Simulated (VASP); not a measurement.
# SrBRh (P-6m2) in VASP: a series of runs

SrBRh is run at these levels: LDA; tasks: single point.

All numbers are computed with VASP 6.6.1; they aren't measurements. Logs are shortened: lines on timing, memory, paths and dates and some standing lists are left out, and cuts for length are marked.

## 1. The cell of the first run

The structure is hexagonal, space group P-6m2 (No. 187). Conventional cell: a = 3.835 Å, b = 3.835 Å, c = 3.831 Å, α = 90.00°, β = 90.00°, γ = 120.00°. Within 3.9 Å of Sr (site symmetry -6m2) lie 6 B at 2.93 Å and 6 Rh at 2.93 Å and 8 Sr at 3.83 Å. Within 3.0 Å of B (site symmetry -6m2) lie 3 Rh at 2.21 Å and 6 Sr at 2.93 Å. Within 3.0 Å of Rh (site symmetry -6m2) lie 3 B at 2.21 Å and 6 Sr at 2.93 Å.

## 2. Single point, LDA, non-collinear spin, zero start, spin-orbit coupling

INCAR reads:

```
PREC = Accurate ; ENCUT = 520
EDIFF = 1E-6 ; ISMEAR = -1
SIGMA = 0.1 ; LREAL = False
LASPH = True ; NELM = 150
ALGO = Normal ; ISIF = 2
LWAVE = False ; LCHARG = False
MAGMOM = 0 0 0 0 0 0 0 0 0 ; LORBIT = 11
LSORBIT = True ; GGA_COMPAT = False
LORBMOM = True ; LMAXMIX = 4
GGA = CA ; NBANDS = 41
```

KPOINTS reads:

```
regular mesh
0
Gamma
  7 7 6
```

POSCAR reads:

```
SrBRh
1.0
    3.8347502600      0.0000000000      0.0000000000
   -1.9173751300      3.3209911500      0.0000000000
    0.0000000000      0.0000000000      3.8307234400
Sr B Rh
1 1 1
Direct
    0.6666666700      0.3333333300      0.5000000000
    0.3333333300      0.6666666700      0.0000000000
    0.0000000000      0.0000000000      0.0000000000
```

Potentials or basis: VASP PAW LDA potentials, release 64 (Sr_sv, B, Rh_pv).

On the command line:

```
$ cat potpaw_LDA.64/Sr_sv/POTCAR potpaw_LDA.64/B/POTCAR potpaw_LDA.64/Rh_pv/POTCAR > POTCAR
$ mpirun -np 1 vasp_ncl > vasp.out
```

OUTCAR:

```text
PREC = Accurate
   ENCUT = 520
   EDIFF = 1E-6
   ISMEAR = -1
   LREAL = False
   LASPH = True
   NELM = 150
   ISIF = 2
   LORBIT = 11
   LSORBIT = True
   GGA = CA

 ion  position               nearest neighbor table
   1  0.667  0.333  0.500-   3 2.93   3 2.93   2 2.93   2 2.93   2 2.93   2 2.93   3 2.93   3 2.93
                             3 2.93   3 2.93   2 2.93   2 2.93
   2  0.333  0.667  0.000-   3 2.21   3 2.21   3 2.21   1 2.93   1 2.93   1 2.93   1 2.93   1 2.93
                             1 2.93
   3  0.000  0.000  0.000-   2 2.21   2 2.21   2 2.21   1 2.93   1 2.93   1 2.93   1 2.93   1 2.93
                             1 2.93

  LATTYP: Found a hexagonal cell.
 ALAT       =     3.8347502600
 C/A-ratio  =     0.9989499134

  Lattice vectors:

 A1 = (   3.8347502600,   0.0000000000,   0.0000000000)
 A2 = (  -1.9173751300,   3.3209911500,   0.0000000000)
 A3 = (   0.0000000000,   0.0000000000,   3.8307234400)

Analysis of symmetry for initial positions (statically):
=====================================================================
 Subroutine PRICEL returns:
 Original cell was already a primitive cell.

 Routine SETGRP: Setting up the symmetry group for a
 hexagonal supercell.

 Subroutine GETGRP returns: Found 12 space group operations
 (whereof 12 operations were pure point group operations)
 out of a pool of 24 trial point group operations.

The static configuration has the point symmetry D_3h.

Analysis of symmetry for dynamics (positions and initial velocities):
=====================================================================
 Subroutine PRICEL returns:
 Original cell was already a primitive cell.

 Routine SETGRP: Setting up the symmetry group for a
 hexagonal supercell.

 Subroutine GETGRP returns: Found 12 space group operations
 (whereof 12 operations were pure point group operations)
 out of a pool of 24 trial point group operations.

The dynamic configuration has the point symmetry D_3h.

Analysis of structural, dynamic, and magnetic symmetry:
=====================================================================
 Subroutine PRICEL returns:
 Original cell was already a primitive cell.

 Routine SETGRP: Setting up the symmetry group for a
 hexagonal supercell.

 Subroutine GETGRP returns: Found 12 space group operations
 (whereof 12 operations were pure point group operations)
 out of a pool of 24 trial point group operations.

The overall configuration has the point symmetry D_3h.

 Subroutine INISYM returns: Found 12 space group operations
 (whereof 12 operations are pure point group operations),
 and found     1 'primitive' translations

----------------------------------------------------------------------------------------

                                     Primitive cell

  volume of cell :      48.7849

  direct lattice vectors                    reciprocal lattice vectors
     3.834750260  0.000000000  0.000000000     0.260773175  0.150557462  0.000000000
    -1.917375130  3.320991150  0.000000000     0.000000000  0.301114925  0.000000000
     0.000000000  0.000000000  3.830723440     0.000000000  0.000000000  0.261047297

  length of vectors
     3.834750260  3.834750267  3.830723440     0.301114925  0.301114925  0.261047297

  position of ions in fractional coordinates (direct lattice)
     0.666666670  0.333333330  0.500000000
     0.333333330  0.666666670  0.000000000
     0.000000000  0.000000000  0.000000000

  ion indices of the primitive-cell ions
   primitive index   ion index
                 1           1
                 2           2
                 3           3

----------------------------------------------------------------------------------------

 KPOINTS: regular mesh

Automatic generation of k-mesh.
 Grid dimensions read from file:
 generate k-points for:    7    7    6

[... 103 lines left out ...]

 number of electron      28.0000003 magnetization      -0.0000000     -0.0000000     -0.0000000

 number of electron      28.0000003 magnetization      -0.0000000      0.0000000      0.0000000

 Free energy of the ion-electron system (eV)
  ---------------------------------------------------
  ext. energy  EPLUGINS =         0.00000000
  ---------------------------------------------------
  free energy    TOTEN  =       -18.45390105 eV

  energy without entropy =      -18.40640433  energy(sigma->0) =      -18.43015269

 E-fermi :   6.1206     XC(G=0): -11.5765

 val. band max:        6.1137382198   @ k =  -0.2857   0.0000  -0.1667
 cond. band min:       6.1248581254   @ k =  -0.2857   0.0000  -0.1667
 fundamental gap:      0.0111199056
 Fermi energy:         6.1205539127

 k-point     1 :       0.0000    0.0000    0.0000
  band No.  band energies     occupation
      1     -42.5336      1.00000
      2     -42.5336      1.00000
      3     -38.8263      1.00000
      4     -38.8263      1.00000
      5     -38.6305      1.00000
      6     -38.6305      1.00000
[... 1021 lines left out ...]
     39      13.0718      0.00000
     40      13.1110      0.00000

 [... further k-points ...]

 [bands above 40 left out]

------------------------ aborting loop because EDIFF is reached ----------------------------------------

  FORCE on cell =-STRESS in cart. coord.  units (eV):
  Direction    XX          YY          ZZ          XY          YZ          ZX
  --------------------------------------------------------------------------------------
  -------------------------------------------------------------------------------------
  Total       -1.0610568     -1.0610568      6.1087240      0.0000000     -0.0000000      0.0000000
  in kB      -34.8468582    -34.8468584    200.6205820      0.0000000     -0.0000000      0.0000000
  external PRESSURE =      43.6422885 kB  Pullay stress =       0.0000000 kB

 VOLUME and BASIS-vectors are now :
 -----------------------------------------------------------------------------
  energy-cutoff  :      520.00
  volume of cell :       48.78
      direct lattice vectors                 reciprocal lattice vectors
     3.834750260  0.000000000  0.000000000     0.260773175  0.150557462  0.000000000
    -1.917375130  3.320991150  0.000000000     0.000000000  0.301114925  0.000000000
     0.000000000  0.000000000  3.830723440     0.000000000  0.000000000  0.261047297

 POSITION                                       TOTAL-FORCE (eV/Angst)
 -----------------------------------------------------------------------------------
      1.91738      1.10700      1.91536        -0.000000      0.000000      0.000000
     -0.00000      2.21399      0.00000         0.000000     -0.000000      0.000000
      0.00000      0.00000      0.00000        -0.000000      0.000000      0.000000
 -----------------------------------------------------------------------------------
    total drift:                               -0.000013      0.000008     -0.000000

  FREE ENERGIE OF THE ION-ELECTRON SYSTEM (eV)
  ---------------------------------------------------
  free  energy   TOTEN  =       -18.4539010482 eV

  energy  without entropy=      -18.4064043252  energy(sigma->0) =      -18.43015269

 orbital moment (x)

 # of ion     p       d       tot
 ----------------------------------------
  1         0.000   0.000   0.000
  2         0.000   0.000   0.000
  3         0.000   0.000   0.000
 ----------------------------------------
            0.000   0.000   0.000

 orbital moment (y)

 # of ion     p       d       tot
 ----------------------------------------
  1         0.000   0.000   0.000
  2        -0.000   0.000  -0.000
  3         0.000   0.000   0.000
 ----------------------------------------
           -0.000   0.000   0.000

 orbital moment (z)

 # of ion     p       d       tot
 ----------------------------------------
  1         0.000  -0.000  -0.000
  2        -0.000   0.000  -0.000
  3         0.000  -0.000  -0.000
 ----------------------------------------
           -0.000  -0.000  -0.000

 Spin-Orbit-Coupling matrix elements

 Ion:    1  E_soc:     -0.2010212
 l=   1
     0.0000000    -0.0334124    -0.0334335
    -0.0334124     0.0000000    -0.0334124
    -0.0334335    -0.0334124     0.0000000
 l=   2
     0.0000000    -0.0000209     0.0000000    -0.0000209    -0.0000389
    -0.0000209     0.0000000    -0.0000499    -0.0000297    -0.0000209
     0.0000000    -0.0000499     0.0000000    -0.0000499     0.0000000
    -0.0000209    -0.0000297    -0.0000499     0.0000000    -0.0000209
    -0.0000389    -0.0000209     0.0000000    -0.0000209     0.0000000
 l=   3
     0.0000000     0.0000000     0.0000000     0.0000000     0.0000000     0.0000000     0.0000000
     0.0000000     0.0000000     0.0000000     0.0000000     0.0000000     0.0000000     0.0000000
     0.0000000     0.0000000     0.0000000     0.0000000     0.0000000     0.0000000     0.0000000
     0.0000000     0.0000000     0.0000000     0.0000000     0.0000000     0.0000000     0.0000000
[... 29 lines left out ...]
 l=   2
     0.0000000    -0.0019860     0.0000000    -0.0019860    -0.0073896
    -0.0019860     0.0000000    -0.0051128    -0.0018067    -0.0019860
     0.0000000    -0.0051128     0.0000000    -0.0051128     0.0000000
    -0.0019860    -0.0018067    -0.0051128     0.0000000    -0.0019860
    -0.0073896    -0.0019860     0.0000000    -0.0019860     0.0000000
 l=   3
     0.0000000     0.0000000     0.0000000     0.0000000     0.0000000     0.0000000     0.0000000
     0.0000000     0.0000000     0.0000000     0.0000000     0.0000000     0.0000000     0.0000000
     0.0000000     0.0000000     0.0000000     0.0000000     0.0000000     0.0000000     0.0000000
     0.0000000     0.0000000     0.0000000     0.0000000     0.0000000     0.0000000     0.0000000
     0.0000000     0.0000000     0.0000000     0.0000000     0.0000000     0.0000000     0.0000000
     0.0000000     0.0000000     0.0000000     0.0000000     0.0000000     0.0000000     0.0000000
     0.0000000     0.0000000     0.0000000     0.0000000     0.0000000     0.0000000     0.0000000

 total charge

# of ion       s       p       d       tot
------------------------------------------
    1        2.052   5.828   0.378   8.258
    2        0.735   0.924   0.000   1.659
    3        0.499   6.200   7.317  14.017
--------------------------------------------------
tot          3.286  12.952   7.695  23.933

 magnetization (x)

# of ion       s       p       d       tot
------------------------------------------
    1        0.000  -0.000  -0.000  -0.000
    2       -0.000  -0.000   0.000  -0.000
    3        0.000   0.000   0.000   0.000
--------------------------------------------------
tot          0.000  -0.000  -0.000  -0.000

 magnetization (y)

# of ion       s       p       d       tot
------------------------------------------
    1        0.000   0.000  -0.000   0.000
    2        0.000   0.000   0.000   0.000
    3        0.000   0.000   0.000   0.000
--------------------------------------------------
tot          0.000   0.000  -0.000   0.000

 magnetization (z)

# of ion       s       p       d       tot
------------------------------------------
    1       -0.000   0.000  -0.000  -0.000
    2       -0.000   0.000   0.000   0.000
    3       -0.000  -0.000   0.000   0.000
--------------------------------------------------
tot         -0.000   0.000   0.000   0.000
```

It took 2.7 min on 1 thread of Intel Xeon Platinum 8488C (Sapphire Rapids), shared host; peak memory 0.31 GiB.

Results:

```yaml
Free_energy: -18.4539 eV
Pressure: 4.4 GPa
Net_moment: 0.00 μB per cell
Valence_electrons_inside_the_program's_atomic_spheres: Sr 8.26; B 1.66; Rh 14.02
```

Stress tensor (GPa, compression positive):
```
-3.48  0.00  0.00
 0.00 -3.48  0.00
 0.00  0.00 20.06
```

Moments on the atoms (μB; x, y, z):
```
Sr  0.00 0.00 0.00
B   0.00 0.00 0.00
Rh  0.00 0.00 0.00
```

Caveat: the stress differs along the axes, from -3 to 20 GPa.

## 3. Single point, LDA, non-collinear spin, zero start, spin-orbit coupling

INCAR reads:

```
ALGO     = Fast           # electronic algorithm
EDIFF    = 1E-7           # SCF threshold, eV
ENCUT    = 520            # plane-wave cutoff, eV
GGA_COMPAT= False        
ISIF     = 2              # what is computed and relaxed
ISMEAR   = -1             # smearing method
LASPH    = True           # aspherical terms in the spheres
LCHARG   = False          # write CHGCAR
LMAXMIX  = 4              # l up to which the mixer works
LNONCOLLINEAR= True           # non-collinear magnetism
LORBIT   = 11             # projections on sites
LORBMOM  = True         
LREAL    = False          # projectors in reciprocal space
LSORBIT  = True           # spin-orbit coupling
LWAVE    = False          # write WAVECAR
MAGMOM   = 0 0 0 0 0 0 0 0 0 # initial moments
NBANDS   = 41             # bands
NELM     = 150            # most SCF steps
PREC     = Accurate       # precision mode
SIGMA    = 0.1            # smearing width, eV
```

KPOINTS reads:

```
k-points
0
Gamma
  7 7 6
```

POSCAR is that of step 2.

Potentials or basis: VASP PAW LDA potentials, release 64 (Sr_sv, B, Rh_pv).

On the command line:

```
$ cat potpaw_LDA.64/Sr_sv/POTCAR potpaw_LDA.64/B/POTCAR potpaw_LDA.64/Rh_pv/POTCAR > POTCAR
$ mpirun -np 1 vasp_ncl > vasp.out
```

It took 4.5 min on 1 thread of Intel Xeon Platinum 8488C (Sapphire Rapids), shared host; peak memory 0.32 GiB.

It converged, with:

* Free energy: -18.4539 eV
* Pressure: 4.4 GPa
* Net moment: 0.00 μB per cell
* Valence electrons inside the program's atomic spheres: Sr 8.26; B 1.66; Rh 14.02

Stress tensor (GPa, compression positive):
```
-3.48  0.00  0.00
 0.00 -3.48  0.00
 0.00  0.00 20.08
```

Moments on the atoms (μB; x, y, z):
```
Sr  0.00 0.00 0.00
B   0.00 0.00 0.00
Rh  0.00 0.00 0.00
```

Caveat: the stress differs along the axes, from -3 to 20 GPa.

(Continued in part 2 of 2.)
